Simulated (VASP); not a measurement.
A run of VASP 6.6.1:

INCAR

```
  ALGO = Normal
  EDIFF = 1E-8
  ENCUT = 520
  GGA = PS
  ISIF = 2
  ISMEAR = -1
  LASPH = T
  LCHARG = F
  LEFG = T
  LREAL = F
  LWAVE = F
  NBANDS = 9
  NELM = 100
  PREC = Accurate
  SIGMA = 0.08
```

File KPOINTS:

```
k-points
0
Gamma
  12 12 7
```

The input POSCAR:

```
Mg
1.0
    3.1985381027      0.0000000000      0.0000000000
   -1.5992690513      2.7700152519      0.0000000000
    0.0000000000      0.0000000000      5.1929040170
Mg
2
Direct
    0.3333333333      0.6666666667      0.2500000000
    0.6666666667      0.3333333333      0.7500000000
```

Potentials or basis: VASP PAW PBE potentials, release 64 (Mg).

The run is started by

```sh
$ cat potpaw_PBE.64/Mg/POTCAR > POTCAR
$ mpirun -np 1 vasp_std > vasp.out
```

Hardware: 1 thread of Intel(R) Xeon(R) Platinum 8559C (Emerald Rapids), with other jobs on the host.

Estimate the wall time of this run.

It took 11 s on 1 thread of Intel(R) Xeon(R) Platinum 8559C (Emerald Rapids), on a shared host, peak memory 0.16 GiB. Counts: scf iterations 12, k points 76.
